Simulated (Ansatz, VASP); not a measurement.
# Two plane-wave programs on Si

```
Si
1.0
    10.86000    0.00000    0.00000
     0.00000   10.86000    0.00000
     0.00000    0.00000   10.86000
Si
63
Cartesian
  5.4407 0.0107 -0.0008
  6.8142 1.3842 1.3623
  8.2109 2.7809 0.0659
  10.7941 5.3641 0.0659
  8.1479 0.0014 2.7121
  9.4977 1.3842 4.0458
  -0.0029 0.0014 0.0029
  1.3308 1.3842 1.3527
  2.7136 2.7179 0.0029
  4.0725 4.0725 1.3575
  5.4314 5.4271 0.0029
  6.8142 6.7608 1.3527
  8.1479 8.1436 0.0029
  9.5025 9.5025 1.3575
  2.7043 0.0107 2.7158
  4.0693 1.3606 4.0694
  5.4314 2.7179 2.7121
  6.8142 4.0677 4.0458
  8.2109 5.3641 2.6491
  9.5073 6.7608 4.0458
  5.4289 -0.0011 5.4311
  6.7906 1.3606 6.7907
  8.1479 2.7179 5.4286
  9.5025 4.0725 6.7875
  8.1442 0.0107 8.1557
  9.5073 1.3842 9.5292
  1.3308 6.7608 1.3623
  2.7043 8.1343 -0.0008
  4.0725 9.5025 1.3575
  -0.0659 2.7809 2.6491
  1.3308 4.0773 4.0458
  2.7136 5.4271 2.7121
  4.0757 6.7844 4.0694
  5.4407 8.1343 2.7158
  6.7906 9.4993 4.0694
  0.0008 0.0107 5.4193
  1.3544 1.3606 6.7843
  2.7043 2.7142 5.4193
  4.0725 4.0725 6.7875
  5.4407 5.4308 5.4193
  6.7906 6.7844 6.7843
  8.1442 8.1343 5.4193
  9.5025 9.5025 6.7875
  2.7161 -0.0011 8.1439
  4.0757 1.3606 9.5056
  5.4407 2.7142 8.1557
  6.8142 4.0773 9.5292
  8.1479 5.4271 8.1464
  9.4977 6.7608 9.5292
  -0.0029 8.1436 2.7121
  1.3544 9.5057 4.0694
  -0.0029 5.4271 5.4286
  1.3544 6.7844 6.7907
  2.7161 8.1461 5.4311
  4.0725 9.5025 6.7875
  -0.0029 2.7179 8.1464
  1.3308 4.0677 9.5292
  2.7043 5.4308 8.1557
  4.0693 6.7844 9.5056
  5.4289 8.1461 8.1439
  6.7906 9.5057 9.5056
  0.0008 8.1343 8.1557
  1.3544 9.4993 9.5056
```

Alike in both runs: functional PBE; k mesh 1 × 1 × 1; occupations gaussian, width 0.05 eV; no spin polarisation.

Ansatz relaxed the structure, and its values are those at the end. VASP's run is a single point on that final structure, the one shown.

|  | VASP | Ansatz |
| --- | --- | --- |
| version | VASP 6.6.1 | Ansatz 0.2.0 |
| potentials or method | VASP PAW PBE potentials, release 64 (Si), cutoff 520 eV | scalar-relativistic, plane waves, PAW |
| valence electrons in the cell | 252 | 252 |

```tsv
	VASP	Ansatz	Ansatz less VASP
rms of the force components (eV/Å)	0.010	0.010	-0.0007
```
